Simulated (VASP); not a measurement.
# ZnH (F-43m) in VASP: further runs

Runs on ZnH. Level: PBEsol. Tasks: single point, relaxation of cell and atoms.

Program: VASP 6.6.1. These are calculated values, not measurements. Logs are shortened: lines on timing, memory, paths and dates and some standing lists are left out, and cuts for length are marked.

## 1. The cell of the first run

Symmetry: F-43m, No. 216, cubic system. The conventional cell has a = 3.966 Å, b = 3.966 Å, c = 3.966 Å, α = 90.00°, β = 90.00°, γ = 90.00°. Zn (site symmetry -43m) has 4 H at 1.72 Å within 2.3 Å. H (site symmetry -43m) has 4 Zn at 1.72 Å within 2.3 Å.

## 2. Single point, PBEsol

Contents of INCAR:

```
  PREC = Accurate
  ENCUT = 520
  EDIFF = 1E-7
  ISMEAR = -1
  SIGMA = 0.05
  LREAL = F
  LASPH = T
  NELM = 100
  ALGO = Normal
  ISIF = 2
  LWAVE = F
  LCHARG = F
  GGA = PS
  NBANDS = 14
```

Contents of KPOINTS:

```
Automatic mesh
0
Gamma
  10 10 10
```

Contents of POSCAR:

```
ZnH
1.0
    0.0000000000      1.9832202064      1.9832202064
    1.9832202064      0.0000000000      1.9832202064
    1.9832202064      1.9832202064      0.0000000000
Zn H
1 1
Direct
    0.0000000000      0.0000000000      0.0000000000
    0.2500000000      0.2500000000      0.2500000000
```

Potentials or basis: VASP PAW PBE potentials, release 64 (Zn, H).

Run with:

```
> cat potpaw_PBE.64/Zn/POTCAR potpaw_PBE.64/H/POTCAR > POTCAR
> mpirun -np 1 vasp_std > vasp.out
```

OUTCAR:

```text
PREC = Accurate
   ENCUT = 520
   EDIFF = 1E-7
   ISMEAR = -1
   LREAL = F
   LASPH = T
   NELM = 100
   ISIF = 2
   GGA = PS

 ion  position               nearest neighbor table
   1  0.000  0.000  0.000-   2 1.72   2 1.72   2 1.72   2 1.72
   2  0.250  0.250  0.250-   1 1.72   1 1.72   1 1.72   1 1.72

  LATTYP: Found a face centered cubic cell.
 ALAT       =     3.9664404128

  Lattice vectors:

 A1 = (   0.0000000000,   1.9832202064,   1.9832202064)
 A2 = (   1.9832202064,   0.0000000000,   1.9832202064)
 A3 = (   1.9832202064,   1.9832202064,   0.0000000000)

Analysis of symmetry for initial positions (statically):
=====================================================================
 Subroutine PRICEL returns:
 Original cell was already a primitive cell.

 Routine SETGRP: Setting up the symmetry group for a
 face centered cubic supercell.

 Subroutine GETGRP returns: Found 24 space group operations
 (whereof 24 operations were pure point group operations)
 out of a pool of 48 trial point group operations.

The static configuration has the point symmetry T_d .

Analysis of symmetry for dynamics (positions and initial velocities):
=====================================================================
 Subroutine PRICEL returns:
 Original cell was already a primitive cell.

 Routine SETGRP: Setting up the symmetry group for a
 face centered cubic supercell.

 Subroutine GETGRP returns: Found 24 space group operations
 (whereof 24 operations were pure point group operations)
 out of a pool of 48 trial point group operations.

The dynamic configuration has the point symmetry T_d .

 Subroutine INISYM returns: Found 24 space group operations
 (whereof 24 operations are pure point group operations),
 and found     1 'primitive' translations

----------------------------------------------------------------------------------------

                                     Primitive cell

  volume of cell :      15.6007

  direct lattice vectors                    reciprocal lattice vectors
     0.000000000  1.983220206  1.983220206    -0.252115221  0.252115221  0.252115221
     1.983220206  0.000000000  1.983220206     0.252115221 -0.252115221  0.252115221
     1.983220206  1.983220206  0.000000000     0.252115221  0.252115221 -0.252115221

  length of vectors
     2.804696913  2.804696913  2.804696913     0.436676372  0.436676372  0.436676372

  position of ions in fractional coordinates (direct lattice)
     0.000000000  0.000000000  0.000000000
     0.250000000  0.250000000  0.250000000

  ion indices of the primitive-cell ions
   primitive index   ion index
                 1           1
                 2           2

----------------------------------------------------------------------------------------

 KPOINTS: Automatic mesh

Automatic generation of k-mesh.
 Grid dimensions read from file:
 generate k-points for:   10   10   10

 Generating k-lattice:

  Cartesian coordinates                     Fractional coordinates (reciprocal lattice)
    -0.025211522  0.025211522  0.025211522     0.100000000  0.000000000  0.000000000
     0.025211522 -0.025211522  0.025211522     0.000000000  0.100000000  0.000000000
     0.025211522  0.025211522 -0.025211522     0.000000000  0.000000000  0.100000000

  Length of vectors
     0.043667637  0.043667637  0.043667637

  Shift w.r.t. Gamma in fractional coordinates (k-lattice)
     0.000000000  0.000000000  0.000000000

 Subroutine IBZKPT returns following result:
 ===========================================

 Found     47 irreducible k-points:

 Following reciprocal coordinates:
            Coordinates               Weight
  0.000000  0.000000  0.000000      1.000000
  0.100000  0.000000  0.000000      8.000000
  0.200000  0.000000  0.000000      8.000000
  0.300000  0.000000  0.000000      8.000000
  0.400000  0.000000  0.000000      8.000000
  0.500000  0.000000  0.000000      4.000000
[... 16 lines left out ...]
  0.300000  0.300000  0.000000      6.000000
  0.400000  0.300000  0.000000     24.000000
 [... further k-points ...]
   k-points           NKPTS =     47   k-points in BZ     NKDIM =     47   number of bands    NBANDS=     14
   number of dos      NEDOS =    301   number of ions     NIONS =      2
   total plane-waves  NPLWV =  13824
   dimension x,y,z NGX =    24 NGY =   24 NGZ =   24
   dimension x,y,z NGXF=    48 NGYF=   48 NGZF=   48
   ions per type =               1   1
   NGX,Y,Z   is equivalent  to a cutoff of  14.23, 14.23, 14.23 a.u.
   NGXF,Y,Z  is equivalent  to a cutoff of  28.45, 28.45, 28.45 a.u.
 SYSTEM =  unknown system
   PREC   = accura    normal or accurate (medium, high low for compatibility)
   ISTART =      0    job   : 0-new  1-cont  2-samecut
   ICHARG =      2    charge: 1-file 2-atom 10-const
   ISPIN  =      1    spin polarized calculation?
   LNONCOLLINEAR =      F non collinear calculations
   LSORBIT =      F    spin-orbit coupling
   LASPH  =      T    aspherical Exc in radial PAW
   ENCUT  =  520.0 eV  38.22 Ry    6.18 a.u.   5.21  5.21  5.21*2*pi/ulx,y,z
   NELM   =    100;   NELMIN=  2; NELMDL= -5     # of ELM steps
   EDIFF  = 0.1E-06   stopping-criterion for ELM
   LREAL  =      F    real-space projection
   EDIFFG = 0.1E-05   stopping-criterion for IOM
   NSW    =      0    number of steps for IOM
   IBRION =     -1    ionic relax: 0-MD 1-quasi-New 2-CG
   NFREE  =      0    steps in history (QN), initial steepest desc. (CG)
   ISIF   =      2    stress and relaxation
   ISYM   =      2    0-nonsym 1-usesym 2-fastsym
   POTIM  = 0.5000    time-step for ionic-motion
   TEBEG  =    0.0;   TEEND  =   0.0 temperature during run
   PSTRESS=    0.0 pullay stress
   NELECT =      13.0000    total number of electrons
   NUPDOWN=      -1.0000    fix difference up-down
   EMIN   =  10.00;   EMAX   =-10.00  energy-range for DOS
   EFERMI =   0.00;   METHOD = LEGACY
   ISMEAR =    -1;   SIGMA  =   0.05  broadening in eV -4-tet -1-fermi 0-gaus
   EFERMI_NEDOS =   21; number of points for ismear=-14 and -15
   IALGO  =     38    algorithm
   IMIX   =      4    mixing-type and parameters
     AMIX     =   0.40;   BMIX     =  1.00
     AMIX_MAG =   1.60;   BMIX_MAG =  1.00
  volume/ion in A,a.u.               =       7.80        52.64
  Fermi-wavevector in a.u.,A,eV,Ry     =   1.540547  2.911212 32.290512  2.373286
  Thomas-Fermi vector in A             =   2.646619
   LORBIT       =      0    0 simple, 1 ext, 2 COOP (PROOUT), +10 PAW based schemes
   GGA     = PS    functional components
   LHFCALC =     F    Hartree Fock is set to
   AEXX    =    0.0000 exact exchange contribution
   IVDW    =     0    specifies the selected vdW correction
   LEPSILON=     F    determine dielectric tensor
   LRPA    =     F    only Hartree local field effects (RPA)
 non-spin polarized calculation
  energy-cutoff  :      520.00
  volume of cell :       15.60
 maximum number of plane-waves:       444
 NGX is ok and might be reduce to    24
   NGX = 11   NGY = 11   NGZ = 11

 number of electron      12.9999999 magnetization

 Free energy of the ion-electron system (eV)
  ---------------------------------------------------
  ext. energy  EPLUGINS =         0.00000000
  ---------------------------------------------------
  free energy    TOTEN  =        -3.61747118 eV

  energy without entropy =       -3.61108465  energy(sigma->0) =       -3.61427792

 E-fermi :   4.7340     XC(G=0): -12.2874

 val. band max:        4.7284591161   @ k =   0.5000   0.3000   0.0000
 cond. band min:       4.9426713409   @ k =   0.5000   0.4000   0.0000
 fundamental gap:      0.2142122248
 Fermi energy:         4.7340367026

 k-point     1 :       0.0000    0.0000    0.0000
  band No.  band energies     occupation
      1      -9.4514      2.00000
      2      -4.1098      2.00000
      3      -4.1098      2.00000
      4      -4.1098      2.00000
      5      -3.6364      2.00000
      6      -3.6364      2.00000
      7      12.3438      0.00000
      8      20.7765      0.00000
      9      20.7766      0.00000
     10      20.7766      0.00000
     11      22.2744      0.00000
     12      22.2744      0.00000
     13      22.2744      0.00000
     14      27.5664      0.00000

 k-point     2 :       0.1000    0.0000    0.0000
  band No.  band energies     occupation
      1      -9.1862      2.00000
      2      -4.1496      2.00000
      3      -4.0751      2.00000
      4      -4.0751      2.00000
      5      -3.6451      2.00000
      6      -3.6451      2.00000
      7      11.7632      0.00000
      8      17.6734      0.00000
      9      19.6636      0.00000
     10      19.6636      0.00000
     11      23.7979      0.00000
     12      23.7979      0.00000
     13      25.0647      0.00000
     14      27.2274      0.00000

 k-point     3 :       0.2000    0.0000    0.0000
  band No.  band energies     occupation
      1      -8.4352      2.00000
      2      -4.2019      2.00000
      3      -4.0147      2.00000
      4      -4.0147      2.00000
      5      -3.6348      2.00000
      6      -3.6348      2.00000
      7       9.4642      0.00000
      8      15.7039      0.00000
      9      18.4680      0.00000
     10      18.4680      0.00000
     11      24.5952      0.00000
     12      24.6297      0.00000
     13      24.6297      0.00000
     14      27.1172      0.00000
[... 324 lines left out ...]
 k-point    23 :       0.3000    0.3000    0.0000
  band No.  band energies     occupation
      1      -6.7362      2.00000
      2      -4.5720      2.00000
      3      -3.7235      2.00000
      4      -3.6328      2.00000
      5      -3.6328      2.00000
      6      -3.4562      2.00000
      7       8.8164      0.00000
      8      12.5397      0.00000
      9      12.5397      0.00000
     10      13.6282      0.00000
     11      17.0015      0.00000
     12      30.2097      0.00000
     13      33.5226      0.00000
     14      33.5226      0.00000

 k-point    24 :       0.4000    0.3000    0.0000
  band No.  band energies     occupation
      1      -6.1598      2.00000
      2      -4.5904      2.00000
      3      -3.7909      2.00000
      4      -3.5848      2.00000
      5      -3.3830      2.00000
      6      -2.9404      2.00000
      7       7.0831      0.00000
      8       9.9246      0.00000
      9      11.9199      0.00000
     10      13.5955      0.00000
     11      18.0793      0.00000
     12      30.0974      0.00000
     13      32.0759      0.00000
     14      35.2361      0.00000

 [... further k-points ...]
[... 5 lines left out ...]
  --------------------------------------------------------------------------------------
  -------------------------------------------------------------------------------------
  Total        2.9735680      2.9735680      2.9735680      0.0000000     -0.0000000     -0.0000000
  in kB      305.3835560    305.3835560    305.3835560      0.0000000     -0.0000000     -0.0000000
  external PRESSURE =     305.3835560 kB  Pullay stress =       0.0000000 kB

 VOLUME and BASIS-vectors are now :
 -----------------------------------------------------------------------------
  energy-cutoff  :      520.00
  volume of cell :       15.60
      direct lattice vectors                 reciprocal lattice vectors
     0.000000000  1.983220206  1.983220206    -0.252115221  0.252115221  0.252115221
     1.983220206  0.000000000  1.983220206     0.252115221 -0.252115221  0.252115221
     1.983220206  1.983220206  0.000000000     0.252115221  0.252115221 -0.252115221

 POSITION                                       TOTAL-FORCE (eV/Angst)
 -----------------------------------------------------------------------------------
      0.00000      0.00000      0.00000         0.000000      0.000000      0.000000
      0.99161      0.99161      0.99161        -0.000000     -0.000000     -0.000000
 -----------------------------------------------------------------------------------
    total drift:                                0.000000      0.000000      0.000000

  FREE ENERGIE OF THE ION-ELECTRON SYSTEM (eV)
  ---------------------------------------------------
  free  energy   TOTEN  =        -3.6174711778 eV

  energy  without entropy=       -3.6110846540  energy(sigma->0) =       -3.61427792
```

It took 4.8 s on 1 thread of Intel Xeon 6975P-C (Granite Rapids), shared host; peak memory 0.14 GiB.

Results:

| Property | Result |
| --- | --- |
| Free energy | -3.6175 eV |
| Pressure | 30.5 GPa |
| Band gap on the k mesh | zero (an odd number of electrons rules out a gap without spin polarisation) |

Caveat: the cell stands under pressure; the PAW data sets were made with another functional, which shifts forces and pressure a little.

## 3. Relaxation of cell and atoms, PBEsol, target pressure 30 GPa, at which the enthalpy is minimised

This run uses another cell than the first one, of 10.88 Å³/atom.

Contents of INCAR:

```
PREC = Accurate ; ENCUT = 600
EDIFF = 1E-6 ; ISMEAR = -1
SIGMA = 0.05 ; LREAL = False
LASPH = True ; NELM = 100
ALGO = Normal ; ISIF = 3
LWAVE = False ; LCHARG = False
GGA = PS ; IBRION = 2
NSW = 60 ; EDIFFG = -0.01
PSTRESS = 300.0
```

Contents of KPOINTS:

```
regular mesh
0
Gamma
  10 10 10
```

Contents of POSCAR:

```
ZnH
1.0
    0.0000000000      2.2159400000      2.2159400000
    2.2159400000      0.0000000000      2.2159400000
    2.2159400000      2.2159400000      0.0000000000
Zn H
1 1
Direct
    0.0000000000      0.0000000000      0.0000000000
    0.2500000000      0.2500000000      0.2500000000
```

Potentials or basis: VASP PAW PBE potentials, release 64 (Zn, H).

Run with:

```
> cat potpaw_PBE.64/Zn/POTCAR potpaw_PBE.64/H/POTCAR > POTCAR
> mpirun -np 1 vasp_std > vasp.out
```

Wall time 15 s (1 thread of Intel Xeon 6975P-C (Granite Rapids), shared host); peak memory 0.16 GiB.

It converged, with:

```
Free energy                                                : -3.6282 eV
Relaxed volume                                             : 7.82 Å³/atom
Relaxed cell                                               : a = 2.807 Å, b = 2.807 Å, c = 2.807 Å, α = 60.00°, β = 60.00°, γ = 60.00°
Space group after relaxing (to 0.1 Å)                      : F-43m (No. 216)
Energy change on relaxing (the run minimises the enthalpy) : +168.0 meV/atom
Ionic steps                                                : 3
Pressure after relaxing                                    : 30.2 GPa
Band gap on the k mesh                                     : zero (an odd number of electrons rules out a gap without spin polarisation)
```

The path:
| step | energy change (eV) | largest force (eV/Å) | pressure (GPa) | volume (Å³) |
| --- | --- | --- | --- | --- |
| 1 | 0.0000 | 0.0000 | -3.16 | 21.76 |
| 2 | 0.3819 | 0.0000 | 32.96 | 15.41 |
| 3 | 0.3359 | 0.0000 | 30.16 | 15.65 |

Final structure:
```
Zn H
1.0
     0.00000    1.98514    1.98514
     1.98514    0.00000    1.98514
     1.98514    1.98514    0.00000
Zn H
1 1
Cartesian
  0.0000 0.0000 0.0000
  0.9926 0.9926 0.9926
```

Levels at points of the mesh, in eV from the Fermi level:
| k point | band 2 | band 3 | band 4 | band 5 | band 6 | band 7 | band 8 | band 9 | band 10 |
| --- | --- | --- | --- | --- | --- | --- | --- | --- | --- |
| (0.00, 0.00, 0.00) | -8.83 | -8.83 | -8.83 | -8.36 | -8.36 | 7.60 | 16.01 | 16.01 | 16.01 |
| (0.50, 0.00, 0.00) | -8.79 | -8.79 | -8.10 | -8.10 | -6.84 | -3.70 | 10.11 | 12.34 | 12.34 |
| (0.50, 0.50, 0.00) | -9.50 | -8.09 | -8.05 | -8.05 | -6.21 | -0.40 | 5.82 | 5.82 | 6.23 |

Caveat: the cell is relaxed towards a set pressure, so the run minimises the enthalpy, not the energy; the volume moved by over 15 % at a fixed basis, so the end points are rough; the PAW data sets were made with another functional, which shifts forces and pressure a little.

The gap in the log of VASP goes by the Fermi energy; the results here count the filled bands.